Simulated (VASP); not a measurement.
Write the native input for VASP 6.6.1 that does the following.

```
Task                   : single point
Functional             : PBE
Potentials or basis    : VASP PAW PBE potentials, release 64 (Zr_sv, Nb_sv, Se)
Cutoff                 : 520 eV
k mesh                 : 8 × 8 × 8
Occupations            : gaussian, width 0.1 eV
Spin                   : collinear spin, ferromagnetic start
Starting moments       : [1.7, 0.6, 0.0, 0.0, 0.0] μB
Dipole correction      : no
Further INCAR settings : ALGO = Normal; EDIFF = 1e-06; NBANDS = 34
```

The structure of ZrNbSe3 lies in POSCAR:

```
ZrNbSe3
1.0
    4.9887575158      0.0000000000      0.0000000000
    0.0000000000      4.9887575158      0.0000000000
    0.0000000000      0.0000000000      4.9887575158
Zr Nb Se
1 1 3
Direct
    0.5000000000      0.5000000000      0.5000000000
    0.0000000000      0.0000000000      0.0000000000
    0.5000000000      0.0000000000      0.0000000000
    0.0000000000      0.0000000000      0.5000000000
    0.0000000000      0.5000000000      0.0000000000
```

These files were run (other wordings do the same):

INCAR

```
SYSTEM = ZrNbSe3
PREC = Accurate
ENCUT = 520
EDIFF = 1E-6
ISMEAR = 0
SIGMA = 0.1
LREAL = .FALSE.
LASPH = .TRUE.
NELM = 150
ALGO = Normal
ISIF = 2
LWAVE = .FALSE.
LCHARG = .TRUE.
ISPIN = 2
MAGMOM = 1.7 0.6 0 0 0
LORBIT = 11
LMAXMIX = 4
GGA = PE
LELF = .TRUE.
LVHAR = .TRUE.
NBANDS = 34
```

KPOINTS

```
Automatic mesh
0
G
  8 8 8
  0 0 0
```

Potentials or basis: VASP PAW PBE potentials, release 64 (Zr_sv, Nb_sv, Se).

The run is started by

```console
$ cat potpaw_PBE.64/Zr_sv/POTCAR potpaw_PBE.64/Nb_sv/POTCAR potpaw_PBE.64/Se/POTCAR > POTCAR
$ mpirun -np 1 vasp_std > vasp.out
```

Results of the run:

* Pressure: 0.0 GPa
* Net moment: 2.07 μB per cell
* Site moments: Zr +1.23; Nb +0.32; Se -0.06 μB
* Valence electrons inside the program's atomic spheres: Zr 9.53; Nb 10.66; Se 3.89

Wall time 5.1 min on 1 thread of Intel(R) Xeon(R) Platinum 8488C (Sapphire Rapids) (shared host), peak memory 0.44 GiB.
